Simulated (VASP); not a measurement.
Wanted: the native input for a VASP 6.6.1 run.

```yaml
Task: single point
Functional: PBE
Dispersion: D3(BJ)
Potentials_or_basis: VASP PAW PBE potentials, release 64 (Al, O)
Cutoff: 520 eV
k_mesh: 9 × 9 × 4
Occupations: gaussian, width 0.05 eV
Spin: no spin polarisation
Dipole_correction: no
Further_INCAR_settings: ALGO = Normal; EDIFF = 1e-06; NBANDS = 20
```

The structure of Al2O3 lies in POSCAR:

```
Al2O3
1.0
    2.9172793866      0.0000000000      0.0000000000
   -1.4586396933      2.5264380587      0.0000000000
    0.0000000000      0.0000000000      7.4236882398
Al O
2 3
Direct
    0.0000000000      0.0000000000      0.1907358529
    0.0000000000      0.0000000000      0.8092641471
    0.3333333333      0.6666666667      0.2635340166
    0.6666666667      0.3333333333      0.0000000000
    0.3333333333      0.6666666667      0.7364659834
```

This cell differs from its parent crystal: atoms shifted along a free coordinate.

These files were run (other wordings do the same):

INCAR

```
SYSTEM = Al2O3
PREC = Accurate
ENCUT = 520
EDIFF = 1E-6
ISMEAR = 0
SIGMA = 0.05
LREAL = .FALSE.
LASPH = .TRUE.
NELM = 80
ALGO = Normal
ISIF = 2
LWAVE = .FALSE.
LCHARG = .TRUE.
GGA = PE
IVDW = 12
LELF = .TRUE.
LVHAR = .TRUE.
NBANDS = 20
```

KPOINTS

```
regular mesh
0
G
  9 9 4
  0 0 0
```

Potentials or basis: VASP PAW PBE potentials, release 64 (Al, O).

The run is started by

```console
$ cat potpaw_PBE.64/Al/POTCAR potpaw_PBE.64/O/POTCAR > POTCAR
$ mpirun -np 1 vasp_std > vasp.out
```

Results of the run:

The pressure is 1.4 GPa, the largest force is 2.094 eV/Å and the band gap on the k mesh is 4.40 eV (least direct gap 4.62 eV). The dispersion energy per atom is -0.185 eV.

Caveat: the cell differs from its parent crystal (atoms shifted along a free coordinate); an odd mesh through Γ misses points on the zone boundary, where band edges can lie; forces of over 1 eV/Å act on the atoms, so gaps and moduli don't describe the material at rest.

Run time: 55 s on 1 thread of Intel Xeon 8259CL (shared host), peak memory 0.2 GiB.
